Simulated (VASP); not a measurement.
Os: relaxation of cell and atoms with PBEsol

Crystal: Os.

```xyz
2
Lattice="2.7341 0.0000 0.0000 -1.3671 2.3678 0.0000 0.0000 0.0000 4.3197" Properties=species:S:1:pos:R:3 pbc="T T T"
Os    1.3671    0.7893    3.2398
Os    0.0000    1.5785    1.0799
```

```yaml
Program: VASP 6.6.1
Task: relaxation of cell and atoms
Functional: PBEsol
Potentials_or_basis: VASP PAW PBE potentials, release 64 (Os)
Cutoff: 600 eV
k_mesh: 11 × 11 × 6
Occupations: fermi-dirac, width 0.05 eV
Spin: no spin polarisation
Target_pressure: 30 GPa
Dipole_correction: no
Further_INCAR_settings: ALGO = Normal; EDIFF = 1e-06; IBRION = 2; EDIFFG = -0.02; NSW = 80; ISIF = 3
```

| Property | Result |
| --- | --- |
| Relaxed volume | 13.12 Å³/atom |
| Relaxed cell | a = 2.674 Å, b = 2.674 Å, c = 4.237 Å, α = 90.00°, β = 90.00°, γ = 120.00° |
| Space group after relaxing (to 0.05 Å) | P6_3/mmc (No. 194) |
| Energy change on relaxing (the enthalpy is what falls) | +69.8 meV/atom |
| Ionic steps | 10 |
| Pressure after relaxing | 30.0 GPa |
| Band gap on the k mesh | zero (band 8 reaches 12.68 eV, above the bottom of band 9 at 8.37 eV) |

The path:
```csv
step,energy change (eV),largest force (eV/Å),pressure (GPa),volume (Å³)
1,0.0000,0.0000,-2.10,27.96
2,10.6529,0.0000,521.53,18.09
3,0.0882,0.0000,23.38,26.55
4,0.1175,0.0000,27.31,26.37
5,0.1395,0.0000,30.03,26.24
6,0.1333,0.0000,29.28,26.28
7,0.1357,0.0000,29.41,26.26
8,0.1339,0.0000,29.32,26.27
9,0.1643,0.0000,32.84,26.11
10,0.1397,0.0000,30.03,26.24
```

Final structure:
```
Os
1.0
     2.67416    0.00000    0.00000
    -1.33708    2.31589    0.00000
     0.00000    0.00000    4.23696
Os
2
Direct
  0.66667 0.33333 0.75000
  0.33333 0.66667 0.25000
```

Levels at points of the mesh, in eV from the Fermi level:
```csv
k point,band 6,band 7,band 8,band 9,band 10,band 11
"(0.00, 0.00, 0.00)",-2.39,-2.39,-1.64,-1.64,0.03,1.91
"(0.00, 0.00, 0.50)",-3.52,-3.52,-3.52,1.06,1.06,1.06
```

Run time: 74 s on 1 thread of Intel(R) Xeon(R) Platinum 8375C CPU @ 2.90GHz (Ice Lake), with other jobs on the host, peak memory 0.17 GiB.

Caveat: the cell is relaxed towards a set pressure, so the enthalpy falls and the energy may rise; the PAW data sets were made with another functional, which shifts forces and pressure a little; spin-orbit coupling is left out, which moves the levels of the heavy elements.
